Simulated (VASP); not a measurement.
# SnO (P4/nmm) in VASP: a series of runs

SnO is run at these levels: PBE+D4, r2SCAN+rVV10; tasks: single point, relaxation of cell and atoms.

Program: VASP 6.6.1. These are calculated values, not measurements. Logs are shortened: lines on timing, memory, paths and dates and some standing lists are left out, and cuts for length are marked.

## Step 1: The cell of the first run

The structure is tetragonal, space group P4/nmm (No. 129). The conventional cell has a = 3.832 Å, b = 3.832 Å, c = 4.742 Å, α = 90.00°, β = 90.00°, γ = 90.00°. Sn (site symmetry 4mm) has 4 O at 2.24 Å within 3.0 Å. Within 3.0 Å of O (site symmetry -4m2) lie 4 Sn at 2.24 Å and 4 O at 2.71 Å.

## Step 2: Single point, PBE+D4

Input file INCAR:

```
SYSTEM = SnO
ALGO = Normal
EDIFF = 1E-7
ENCUT = 520
GGA = PE
ISIF = 2
ISMEAR = -1
IVDW = 13
LASPH = .True.
LCHARG = .False.
LREAL = .False.
LWAVE = .False.
NBANDS = 28
NELM = 60
PREC = Accurate
SIGMA = 0.02
```

Input file KPOINTS:

```
k-points
0
Gamma
  6 6 6
  0 0 0
```

Input file POSCAR:

```
SnO
1.0
    3.8320261431      0.0000000000      0.0000000000
    0.0000000000      3.8320261431      0.0000000000
    0.0000000000      0.0000000000      4.7419274466
Sn O
2 2
Direct
    0.0000000000      0.5000000000      0.2446986713
    0.5000000000      0.0000000000      0.7553013287
    0.5000000000      0.5000000000      0.0000000000
    0.0000000000      0.0000000000      0.0000000000
```

Potentials or basis: VASP PAW PBE potentials, release 64 (Sn_d, O).

The run is started by

```sh
> cat potpaw_PBE.64/Sn_d/POTCAR potpaw_PBE.64/O/POTCAR > POTCAR
> mpirun -np 1 vasp_std > vasp.out
```

OUTCAR:

```text
SYSTEM = SnO
   EDIFF = 1E-7
   ENCUT = 520
   GGA = PE
   ISIF = 2
   ISMEAR = -1
   IVDW = 13
   LASPH = .True.
   LREAL = .False.
   NELM = 60
   PREC = Accurate

 ion  position               nearest neighbor table
   1  0.000  0.500  0.245-   3 2.24   4 2.24   4 2.24   3 2.24   2 3.57   2 3.57   2 3.57   2 3.57
                             2 3.63   2 3.63   2 3.63   2 3.63
   2  0.500  0.000  0.755-   3 2.24   4 2.24   3 2.24   4 2.24   1 3.57   1 3.57   1 3.57   1 3.57
                             1 3.63   1 3.63   1 3.63   1 3.63
   3  0.500  0.500  0.000-   1 2.24   2 2.24   2 2.24   1 2.24
   4  0.000  0.000  0.000-   1 2.24   2 2.24   1 2.24   2 2.24

  LATTYP: Found a simple tetragonal cell.
 ALAT       =     3.8320261431
 C/A-ratio  =     1.2374465282

  Lattice vectors:

 A1 = (   3.8320261431,   0.0000000000,   0.0000000000)
 A2 = (   0.0000000000,   3.8320261431,   0.0000000000)
 A3 = (   0.0000000000,   0.0000000000,   4.7419274466)

Analysis of symmetry for initial positions (statically):
=====================================================================
 Subroutine PRICEL returns:
 Original cell was already a primitive cell.

 Routine SETGRP: Setting up the symmetry group for a
 simple tetragonal supercell.

 Subroutine GETGRP returns: Found 16 space group operations
 (whereof  8 operations were pure point group operations)
 out of a pool of 16 trial point group operations.

The static configuration has the point symmetry D_2d.
 The point group associated with its full space group is D_4h.

Analysis of symmetry for dynamics (positions and initial velocities):
=====================================================================
 Subroutine PRICEL returns:
 Original cell was already a primitive cell.

 Routine SETGRP: Setting up the symmetry group for a
 simple tetragonal supercell.

 Subroutine GETGRP returns: Found 16 space group operations
 (whereof  8 operations were pure point group operations)
 out of a pool of 16 trial point group operations.

The dynamic configuration has the point symmetry D_2d.
 The point group associated with its full space group is D_4h.

 Subroutine INISYM returns: Found 16 space group operations
 (whereof  8 operations are pure point group operations),
 and found     1 'primitive' translations

----------------------------------------------------------------------------------------

                                     Primitive cell

  volume of cell :      69.6325

  direct lattice vectors                    reciprocal lattice vectors
     3.832026143  0.000000000  0.000000000     0.260958554  0.000000000  0.000000000
     0.000000000  3.832026143  0.000000000     0.000000000  0.260958554  0.000000000
     0.000000000  0.000000000  4.741927447     0.000000000  0.000000000  0.210884711

  length of vectors
     3.832026143  3.832026143  4.741927447     0.260958554  0.260958554  0.210884711

  position of ions in fractional coordinates (direct lattice)
     0.000000000  0.500000000  0.244698671
     0.500000000  0.000000000  0.755301329
     0.500000000  0.500000000  0.000000000
     0.000000000  0.000000000  0.000000000

  ion indices of the primitive-cell ions
   primitive index   ion index
                 1           1
                 2           2
                 3           3
                 4           4

----------------------------------------------------------------------------------------

 KPOINTS: k-points

Automatic generation of k-mesh.
 Grid dimensions read from file:
 generate k-points for:    6    6    6

 Generating k-lattice:

  Cartesian coordinates                     Fractional coordinates (reciprocal lattice)
     0.043493092  0.000000000  0.000000000     0.166666667  0.000000000  0.000000000
     0.000000000  0.043493092  0.000000000     0.000000000  0.166666667  0.000000000
     0.000000000  0.000000000  0.035147452     0.000000000  0.000000000  0.166666667

  Length of vectors
     0.043493092  0.043493092  0.035147452

  Shift w.r.t. Gamma in fractional coordinates (k-lattice)
     0.000000000  0.000000000  0.000000000

 Subroutine IBZKPT returns following result:
 ===========================================

 Found     40 irreducible k-points:

 Following reciprocal coordinates:
            Coordinates               Weight
  0.000000  0.000000  0.000000      1.000000
  0.166667  0.000000  0.000000      4.000000
  0.333333  0.000000  0.000000      4.000000
  0.500000  0.000000  0.000000      2.000000
  0.166667  0.166667  0.000000      4.000000
  0.333333  0.166667  0.000000      8.000000
[... 16 lines left out ...]
  0.333333  0.000000  0.333333      8.000000
  0.500000  0.000000  0.333333      4.000000
 [... further k-points ...]
   k-points           NKPTS =     40   k-points in BZ     NKDIM =     40   number of bands    NBANDS=     28
   number of dos      NEDOS =    301   number of ions     NIONS =      4
   total plane-waves  NPLWV =  32400
[... 62 lines left out ...]

 E-fermi :   7.1365     XC(G=0): -10.3137

 val. band max:        7.1309800530   @ k =   0.5000   0.5000   0.0000
 cond. band min:       7.1731029917   @ k =   0.0000   0.0000   0.0000
 fundamental gap:      0.0421229387
 Fermi energy:         7.1364500128

 k-point     1 :       0.0000    0.0000    0.0000
  band No.  band energies     occupation
      1     -14.7702      2.00000
      2     -14.3768      2.00000
      3     -14.3768      2.00000
      4     -14.3662      2.00000
      5     -14.3362      2.00000
      6     -14.3287      2.00000
[... 20 lines left out ...]
     27      13.8295      0.00000
     28      14.2285      0.00000

 k-point     2 :       0.1667    0.0000    0.0000
  band No.  band energies     occupation
      1     -14.7546      2.00000
      2     -14.3765      2.00000
      3     -14.3718      2.00000
      4     -14.3691      2.00000
      5     -14.3369      2.00000
      6     -14.3325      2.00000
[... 20 lines left out ...]
     27      14.0747      0.00000
     28      16.0312      0.00000

 k-point     3 :       0.3333    0.0000    0.0000
  band No.  band energies     occupation
      1     -14.7116      2.00000
      2     -14.5145      2.00000
      3     -14.3568      2.00000
      4     -14.3502      2.00000
      5     -14.3370      2.00000
      6     -14.3331      2.00000
[... 20 lines left out ...]
     27      14.5358      0.00000
     28      17.2068      0.00000

 k-point     4 :       0.5000    0.0000    0.0000
  band No.  band energies     occupation
      1     -14.6362      2.00000
      2     -14.6362      2.00000
      3     -14.3393      2.00000
      4     -14.3393      2.00000
      5     -14.3364      2.00000
      6     -14.3364      2.00000
[... 20 lines left out ...]
     27      15.4777      0.00000
     28      15.4777      0.00000

 k-point     5 :       0.1667    0.1667    0.0000
  band No.  band energies     occupation
      1     -14.7434      2.00000
      2     -14.4246      2.00000
      3     -14.3800      2.00000
      4     -14.3526      2.00000
      5     -14.3473      2.00000
      6     -14.3363      2.00000
[... 20 lines left out ...]
     27      15.3434      0.00000
     28      16.6478      0.00000

 k-point     6 :       0.3333    0.1667    0.0000
  band No.  band energies     occupation
      1     -14.7128      2.00000
      2     -14.5528      2.00000
      3     -14.3675      2.00000
      4     -14.3409      2.00000
      5     -14.3370      2.00000
      6     -14.3320      2.00000
[... 463 lines left out ...]
      5     -14.3224      2.00000
      6     -14.3138      2.00000
[... 20 lines left out ...]
     27      14.9617      0.00000
     28      14.9619      0.00000

 k-point    22 :       0.1667    0.0000    0.3333
  band No.  band energies     occupation
      1     -14.7430      2.00000
      2     -14.4053      2.00000
      3     -14.3621      2.00000
      4     -14.3538      2.00000
      5     -14.3379      2.00000
      6     -14.3255      2.00000
[... 20 lines left out ...]
     27      15.2196      0.00000
     28      16.2079      0.00000

 k-point    23 :       0.3333    0.0000    0.3333
  band No.  band energies     occupation
      1     -14.7125      2.00000
      2     -14.5412      2.00000
      3     -14.3723      2.00000
      4     -14.3505      2.00000
      5     -14.3375      2.00000
      6     -14.3357      2.00000
[... 20 lines left out ...]
     27      15.6642      0.00000
     28      17.3877      0.00000

 k-point    24 :       0.5000    0.0000    0.3333
  band No.  band energies     occupation
      1     -14.6515      2.00000
      2     -14.6515      2.00000
      3     -14.3691      2.00000
      4     -14.3691      2.00000
      5     -14.3314      2.00000
      6     -14.3314      2.00000
[... 20 lines left out ...]
     27      16.3296      0.00000
     28      16.3296      0.00000

 [... further k-points ...]

------------------------ aborting loop because EDIFF is reached ----------------------------------------

  DFT-D4 for vdW energy calculation

  Edisp (eV):   -1.09926

  FORCE on cell =-STRESS in cart. coord.  units (eV):
  Direction    XX          YY          ZZ          XY          YZ          ZX
  --------------------------------------------------------------------------------------
  -------------------------------------------------------------------------------------
  Total       0.09579     0.09579     0.08252     0.00000     0.00000     0.00000
  in kB       2.20406     2.20406     1.89863     0.00000     0.00000     0.00000
  external pressure =        2.10 kB  Pullay stress =        0.00 kB

 VOLUME and BASIS-vectors are now :
 -----------------------------------------------------------------------------
  energy-cutoff  :      520.00
  volume of cell :       69.63
      direct lattice vectors                 reciprocal lattice vectors
     3.832026143  0.000000000  0.000000000     0.260958554  0.000000000  0.000000000
     0.000000000  3.832026143  0.000000000     0.000000000  0.260958554  0.000000000
     0.000000000  0.000000000  4.741927447     0.000000000  0.000000000  0.210884711

 POSITION                                       TOTAL-FORCE (eV/Angst)
 -----------------------------------------------------------------------------------
      0.00000      1.91601      1.16034        -0.000000      0.000000      0.079271
      1.91601      0.00000      3.58158         0.000000      0.000000     -0.079271
      1.91601      1.91601      0.00000        -0.000000     -0.000000      0.000000
      0.00000      0.00000      0.00000        -0.000000      0.000000      0.000000
 -----------------------------------------------------------------------------------
    total drift:                                0.000000      0.000000     -0.000000

  FREE ENERGIE OF THE ION-ELECTRON SYSTEM (eV)
  ---------------------------------------------------
  free  energy   TOTEN  =       -23.7819162904 eV

  energy  without entropy=      -23.7814012243  energy(sigma->0) =      -23.78165876
```

It took 93 s on 1 thread of Intel Xeon 8259CL, shared host; peak memory 0.21 GiB.

Results:

```
Free energy                : -23.7819 eV
Pressure                   : 0.2 GPa
Largest force              : 0.079 eV/Å
Band gap on the k mesh     : zero (bands 20 and 21 overlap by 0.04 eV)
Dispersion energy per atom : -0.275 eV
```

Forces in eV/Å, atoms in the order of the input:
```
Sn   0.000  0.000  0.079
Sn   0.000  0.000 -0.079
O    0.000  0.000  0.000
O    0.000  0.000  0.000
```

Levels at points of the mesh, in eV from the Fermi level:
```
           k point  band 16  band 17  band 18  band 19  band 20  band 21  band 22  band 23  band 24  band 25
(0.00, 0.00, 0.00)    -6.08    -3.32    -3.02    -3.02     0.04     2.22     4.54     4.54     4.77     5.92
(0.50, 0.00, 0.00)    -4.80    -4.67    -4.67    -2.66    -2.66     3.34     3.34     5.83     5.83     6.21
(0.50, 0.50, 0.00)    -4.91    -2.37    -2.37    -1.83    -1.83    -0.01    -0.01     4.58     4.58     7.53
(0.00, 0.00, 0.50)    -3.41    -3.04    -3.04    -2.94    -2.06     1.77     2.82     2.82     3.59     8.13
(0.50, 0.00, 0.50)    -5.33    -4.62    -4.62    -1.65    -1.65     2.75     2.75     5.30     5.30     6.81
(0.50, 0.50, 0.50)    -5.46    -2.73    -2.73    -2.37    -2.37     2.35     2.35     4.30     4.30     5.66
```

Caveat: semilocal functionals underestimate gaps, so a narrow gap can read as zero; spin-orbit coupling is left out, which moves the levels of the heavy elements.

## Step 3: Single point, r2SCAN+rVV10

This run uses another cell than the first one, of 17.11 Å³/atom.

Input file POSCAR:

```
SnO
1.0
    3.7925885396      0.0000000000      0.0000000000
    0.0000000000      3.7925885396      0.0000000000
    0.0000000000      0.0000000000      4.7583853065
Sn O
2 2
Direct
    0.0000000000      0.5000000000      0.2410331417
    0.5000000000      0.0000000000      0.7589668583
    0.5000000000      0.5000000000      0.0000000000
    0.0000000000      0.0000000000      0.0000000000
```

Input file INCAR.step1:

```
SYSTEM = SnO
PREC = Accurate
ENCUT = 520
ISMEAR = -1
SIGMA = 0.02
LREAL = .False.
LASPH = .True.
NELM = 60
NBANDS = 28
GGA = PE
ALGO = Normal
EDIFF = 1E-4
LWAVE = .True.
LCHARG = .False.
```

Input file INCAR.step2:

```
SYSTEM = SnO
PREC = Accurate
ENCUT = 520
EDIFF = 1E-6
ISMEAR = -1
SIGMA = 0.02
LREAL = .False.
LASPH = .True.
NELM = 60
ALGO = Normal
ISIF = 2
LWAVE = .False.
LCHARG = .False.
METAGGA = R2SCAN
LMIXTAU = .True.
LUSE_VDW = .True.
IVDW_NL = 2
BPARAM = 11.95
CPARAM = 0.0093
NBANDS = 28
ISTART = 1
```

Input file KPOINTS:

```
regular mesh
0
Gamma
  6 6 6
  0 0 0
```

Potentials or basis: VASP PAW PBE potentials, release 64 (Sn_d, O).

The run is started by

```sh
> cat potpaw_PBE.64/Sn_d/POTCAR potpaw_PBE.64/O/POTCAR > POTCAR
> cp INCAR.step1 INCAR
> mpirun -np 1 vasp_std > vasp.out
> cp INCAR.step2 INCAR
> mpirun -np 1 vasp_std > vasp.out
```

Run time: 6 min. Hardware: 1 thread of Intel Xeon 8259CL, shared host; peak memory 0.33 GiB.

Results (log left out):

```yaml
Free_energy: -65.8278 eV
Pressure: 0.7 GPa
Largest_force: 0.150 eV/Å
Band_gap_on_the_k_mesh: zero (filled and empty bands touch)
```

Forces on the atoms (eV/Å):
```
Sn   0.000  0.000  0.150
Sn   0.000  0.000 -0.150
O    0.000  0.000  0.000
O    0.000  0.000  0.000
```

Levels at points of the mesh, in eV from the Fermi level:
```csv
k point,band 18,band 19,band 20,band 21,band 22,band 23
"(0.00, 0.00, 0.00)",-3.67,-3.67,0.01,2.47,4.74,4.74
"(0.50, 0.00, 0.00)",-5.39,-3.10,-3.10,3.55,3.55,6.15
"(0.50, 0.50, 0.00)",-2.99,-2.15,-2.15,0.01,0.01,4.72
"(0.00, 0.00, 0.50)",-3.69,-2.95,-2.61,1.93,2.95,2.95
"(0.50, 0.00, 0.50)",-5.35,-2.06,-2.06,2.85,2.85,5.59
"(0.50, 0.50, 0.50)",-3.03,-2.99,-2.99,2.36,2.36,4.51
```

Caveat: semilocal functionals underestimate gaps, so a narrow gap can read as zero; the PAW data sets were made with another functional, which shifts forces and pressure a little; spin-orbit coupling is left out, which moves the levels of the heavy elements.

## Step 4: Relaxation of cell and atoms, PBE+D4

This run uses another cell than the first one, of 17.52 Å³/atom.

Input file INCAR:

```
SYSTEM = SnO
PREC     = Accurate       ! precision mode
ENCUT    = 600            ! plane-wave cutoff, eV
EDIFF    = 1E-6           ! SCF threshold, eV
ISMEAR   = -1             ! smearing method
SIGMA    = 0.02           ! smearing width, eV
LREAL    = .False.        ! projectors in reciprocal space
LASPH    = .True.         ! aspherical terms in the spheres
NELM     = 100            ! most SCF steps
ALGO     = Normal         ! electronic algorithm
ISIF     = 3              ! what is computed and relaxed
LWAVE    = .False.        ! write WAVECAR
LCHARG   = .False.        ! write CHGCAR
GGA      = PE             ! functional
IVDW     = 13             ! dispersion correction
IBRION   = 2              ! ionic algorithm
NSW      = 80             ! ionic steps
EDIFFG   = -0.005         ! ionic threshold
```

KPOINTS is that of step 3.

Input file POSCAR:

```
SnO
1.0
    3.8353553448      0.0000000000      0.0000000000
    0.0000000000      3.8353553448      0.0000000000
    0.0000000000      0.0000000000      4.7630256129
Sn O
2 2
Direct
    0.0000000000      0.5000000000      0.2434642741
    0.5000000000      0.0000000000      0.7565357259
    0.5000000000      0.5000000000      0.0000000000
    0.0000000000      0.0000000000      0.0000000000
```

The run is started by

```sh
> cat potpaw_PBE.64/Sn_d/POTCAR potpaw_PBE.64/O/POTCAR > POTCAR
> mpirun -np 1 vasp_std > vasp.out
```

It took 11 min on 1 thread of Intel Xeon 8259CL, shared host; peak memory 0.25 GiB.

Results (log left out):

- Free energy: -23.7877 eV
- Relaxed volume: 17.29 Å³/atom
- Relaxed cell: a = 3.830 Å, b = 3.830 Å, c = 4.714 Å, α = 90.00°, β = 90.00°, γ = 90.00°
- Space group after relaxing (to 0.1 Å): P4/nmm (No. 129)
- Energy gained by relaxing: 0.4 meV/atom
- Ionic steps: 13
- Pressure after relaxing: 0.0 GPa
- Band gap on the k mesh: zero (bands 20 and 21 overlap by 0.11 eV)
- Dispersion energy per atom: -0.277 eV

Step by step:
```tsv
step	energy change (eV)	largest force (eV/Å)	pressure (GPa)	volume (Å³)
1	0.0000	0.0799	-0.02	70.06
2	-0.0004	0.0200	-0.23	70.04
3	-0.0005	0.0090	-0.32	70.02
4	-0.0007	0.0070	-0.24	69.86
5	-0.0010	0.0015	-0.11	69.62
6	-0.0010	0.0044	0.18	69.13
7	-0.0011	0.0030	0.08	69.34
8	-0.0013	0.0044	0.04	69.28
9	-0.0014	0.0233	-0.02	69.12
10	-0.0014	0.0198	-0.02	69.14
11	-0.0014	0.0034	0.07	69.12
12	-0.0014	0.0003	0.05	69.12
13	-0.0014	0.0015	0.01	69.17
```

Final structure:
```yaml
crystal:
  lattice:
    - [3.83031, 0.00000, 0.00000]
    - [0.00000, 3.83031, 0.00000]
    - [0.00000, 0.00000, 4.71441]
  atoms:
    - { symbol: Sn, position: [0.00000, 0.50000, 0.24699] }
    - { symbol: Sn, position: [0.50000, 0.00000, 0.75301] }
    - { symbol: O, position: [0.50000, 0.50000, 0.00000] }
    - { symbol: O, position: [0.00000, 0.00000, 0.00000] }
```

Levels at points of the mesh, in eV from the Fermi level:
| k point | band 16 | band 17 | band 18 | band 19 | band 20 | band 21 | band 22 | band 23 | band 24 |
| --- | --- | --- | --- | --- | --- | --- | --- | --- | --- |
| (0.00, 0.00, 0.00) | -6.04 | -3.29 | -2.98 | -2.98 | 0.07 | 2.29 | 4.51 | 4.51 | 4.90 |
| (0.50, 0.00, 0.00) | -4.77 | -4.63 | -4.63 | -2.66 | -2.66 | 3.40 | 3.40 | 5.83 | 5.83 |
| (0.50, 0.50, 0.00) | -4.87 | -2.33 | -2.33 | -1.82 | -1.82 | -0.04 | -0.04 | 4.61 | 4.61 |
| (0.00, 0.00, 0.50) | -3.38 | -3.00 | -3.00 | -2.86 | -2.04 | 1.82 | 2.79 | 2.79 | 3.60 |
| (0.50, 0.00, 0.50) | -5.30 | -4.58 | -4.58 | -1.63 | -1.63 | 2.81 | 2.81 | 5.28 | 5.28 |
| (0.50, 0.50, 0.50) | -5.45 | -2.75 | -2.75 | -2.33 | -2.33 | 2.35 | 2.35 | 4.38 | 4.38 |

Caveat: semilocal functionals underestimate gaps, so a narrow gap can read as zero; spin-orbit coupling is left out, which moves the levels of the heavy elements.

## Step 5: Summary

| task | level | cell | cutoff (eV) | gap on the mesh (eV) | pressure (GPa) | largest force (eV/Å) |
| --- | --- | --- | --- | --- | --- | --- |
| single point | PBE+D4 | a = 3.832, b = 3.832, c = 4.742 Å, 4 atoms, atomic positions A | 520 | none | 0.2 | 0.08 |
| single point | r2SCAN+rVV10 | a = 3.793, b = 3.793, c = 4.758 Å, 4 atoms, atomic positions B | 520 | none | 0.7 | 0.15 |
| relaxation of cell and atoms | PBE+D4 | relaxed from a = 3.835, b = 3.835, c = 4.763 Å, 4 atoms, atomic positions A | 600 | none | 0.0 | - |

Alike in all rows: potentials or basis VASP PAW PBE potentials, release 64 (Sn_d, O); no spin polarisation; k mesh 6 × 6 × 6; smearing fermi-dirac 0.02 eV.

Caveats: semilocal functionals underestimate gaps, so a narrow gap can read as zero; spin-orbit coupling is left out, which moves the levels of the heavy elements; the PAW data sets were made with another functional, which shifts forces and pressure a little (at least some runs).

Absolute energies hang on the potentials; compare differences alone.
